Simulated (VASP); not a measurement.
# Rh (Fd-3m) in VASP: further runs, part 2 of 2

VASP 6.6.1.

### Step 4. Single point, PBE (volume scaled by 0.78)

Input file INCAR:

```
PREC = Accurate ; ENCUT = 500
EDIFF = 1E-6 ; ISMEAR = -1
SIGMA = 0.05 ; LREAL = F
LASPH = T ; NELM = 120
ALGO = Normal ; ISIF = 2
LWAVE = F ; LCHARG = F
GGA = PE ; NBANDS = 22
GGA_COMPAT = F
```

Input file KPOINTS:

```
regular mesh
0
Gamma
  13 13 13
```

Input file POSCAR:

```
Rh
1.0
    0.0000000000      2.5371679846      2.5371679846
    2.5371679846      0.0000000000      2.5371679846
    2.5371679846      2.5371679846      0.0000000000
Rh
2
Direct
   -0.1250000000     -0.1250000000     -0.1250000000
    0.1250000000      0.1250000000      0.1250000000
```

Potentials or basis: VASP PAW PBE potentials, release 64 (Rh_pv).

The run is started by

```bash
cat potpaw_PBE.64/Rh_pv/POTCAR > POTCAR
mpirun -np 1 vasp_std > vasp.out
```

OUTCAR:

```text
PREC = Accurate
   ENCUT = 500
   EDIFF = 1E-6
   ISMEAR = -1
   LREAL = F
   LASPH = T
   NELM = 120
   ISIF = 2
   GGA = PE

 ion  position               nearest neighbor table
   1  0.875  0.875  0.875-   2 2.20   2 2.20   2 2.20   2 2.20
   2  0.125  0.125  0.125-   1 2.20   1 2.20   1 2.20   1 2.20

  LATTYP: Found a face centered cubic cell.
 ALAT       =     5.0743359692

  Lattice vectors:

 A1 = (   0.0000000000,   2.5371679846,   2.5371679846)
 A2 = (   2.5371679846,   0.0000000000,   2.5371679846)
 A3 = (   2.5371679846,   2.5371679846,   0.0000000000)

Analysis of symmetry for initial positions (statically):
=====================================================================
 Subroutine PRICEL returns:
 Original cell was already a primitive cell.

 Routine SETGRP: Setting up the symmetry group for a
 face centered cubic supercell.

 Subroutine GETGRP returns: Found 48 space group operations
 (whereof 12 operations were pure point group operations)
 out of a pool of 48 trial point group operations.

The static configuration has the point symmetry D_3d.
 The point group associated with its full space group is O_h .

Analysis of symmetry for dynamics (positions and initial velocities):
=====================================================================
 Subroutine PRICEL returns:
 Original cell was already a primitive cell.

 Routine SETGRP: Setting up the symmetry group for a
 face centered cubic supercell.

 Subroutine GETGRP returns: Found 48 space group operations
 (whereof 12 operations were pure point group operations)
 out of a pool of 48 trial point group operations.

The dynamic configuration has the point symmetry D_3d.
[... 105 lines left out ...]
   NFREE  =      0    steps in history (QN), initial steepest desc. (CG)
   ISIF   =      2    stress and relaxation
   ISYM   =      2    0-nonsym 1-usesym 2-fastsym
   POTIM  = 0.5000    time-step for ionic-motion
   TEBEG  =    0.0;   TEEND  =   0.0 temperature during run
   PSTRESS=    0.0 pullay stress
   NELECT =      30.0000    total number of electrons
   NUPDOWN=      -1.0000    fix difference up-down
   EMIN   =  10.00;   EMAX   =-10.00  energy-range for DOS
   EFERMI =   0.00;   METHOD = LEGACY
   ISMEAR =    -1;   SIGMA  =   0.05  broadening in eV -4-tet -1-fermi 0-gaus
   EFERMI_NEDOS =   21; number of points for ismear=-14 and -15
   IALGO  =     38    algorithm
   IMIX   =      4    mixing-type and parameters
     AMIX     =   0.40;   BMIX     =  1.00
     AMIX_MAG =   1.60;   BMIX_MAG =  1.00
  volume/ion in A,a.u.               =      16.33       110.22
  Fermi-wavevector in a.u.,A,eV,Ry     =   1.591315  3.007148 34.453787  2.532282
  Thomas-Fermi vector in A             =   2.689874
   LORBIT       =      0    0 simple, 1 ext, 2 COOP (PROOUT), +10 PAW based schemes
   GGA     = PE    functional components
   LHFCALC =     F    Hartree Fock is set to
   AEXX    =    0.0000 exact exchange contribution
   IVDW    =     0    specifies the selected vdW correction
   LEPSILON=     F    determine dielectric tensor
   LRPA    =     F    only Hartree local field effects (RPA)
 non-spin polarized calculation
  energy-cutoff  :      500.00
  volume of cell :       32.66
 maximum number of plane-waves:       869
 NGX is ok and might be reduce to    28
   NGX = 13   NGY = 13   NGZ = 13

 number of electron      30.0000010 magnetization

 Free energy of the ion-electron system (eV)
  ---------------------------------------------------
  ext. energy  EPLUGINS =         0.00000000
  ---------------------------------------------------
  free energy    TOTEN  =       -10.94353813 eV

  energy without entropy =      -10.92295822  energy(sigma->0) =      -10.93324817

 E-fermi :   9.9378     XC(G=0): -12.5601

 val. band max:        9.9335584774   @ k =  -0.3077   0.2308   0.0769
 cond. band min:       9.9387849597   @ k =  -0.3846   0.2308   0.0769
 fundamental gap:      0.0052264823
 Fermi energy:         9.9377989840

 k-point     1 :       0.0000    0.0000    0.0000
  band No.  band energies     occupation
      1     -38.3013      2.00000
      2     -38.3013      2.00000
      3     -38.3013      2.00000
      4     -37.0853      2.00000
      5     -37.0853      2.00000
      6     -37.0853      2.00000
[... 589 lines left out ...]
     21      21.3143      0.00000
     22      26.1248      0.00000

 [... further k-points ...]
[... 5 lines left out ...]
  --------------------------------------------------------------------------------------
  -------------------------------------------------------------------------------------
  Total       12.3417237     12.3417237     12.3417237      0.0000000     -0.0000000      0.0000000
  in kB      605.3530559    605.3530559    605.3530559      0.0000000     -0.0000000      0.0000000
  external PRESSURE =     605.3530559 kB  Pullay stress =       0.0000000 kB

 VOLUME and BASIS-vectors are now :
 -----------------------------------------------------------------------------
  energy-cutoff  :      500.00
  volume of cell :       32.66
      direct lattice vectors                 reciprocal lattice vectors
     0.000000000  2.537167985  2.537167985    -0.197070120  0.197070120  0.197070120
     2.537167985  0.000000000  2.537167985     0.197070120 -0.197070120  0.197070120
     2.537167985  2.537167985  0.000000000     0.197070120  0.197070120 -0.197070120

 POSITION                                       TOTAL-FORCE (eV/Angst)
 -----------------------------------------------------------------------------------
      4.44004      4.44004      4.44004         0.000000     -0.000000      0.000000
      0.63429      0.63429      0.63429        -0.000000      0.000000     -0.000000
 -----------------------------------------------------------------------------------
    total drift:                                0.000000     -0.000000     -0.000000

  FREE ENERGIE OF THE ION-ELECTRON SYSTEM (eV)
  ---------------------------------------------------
  free  energy   TOTEN  =       -10.9435381253 eV

  energy  without entropy=      -10.9229582220  energy(sigma->0) =      -10.93324817
```

Wall time 32 s (1 thread of AMD EPYC 9R45 (Zen 5), shared host); peak memory 0.15 GiB.

What came out:

| Item | Value |
| --- | --- |
| Free energy | -10.9435 eV |
| Pressure | 60.5 GPa |
| Band gap on the k mesh | zero (band 15 reaches 10.86 eV, above the bottom of band 16 at 9.21 eV) |
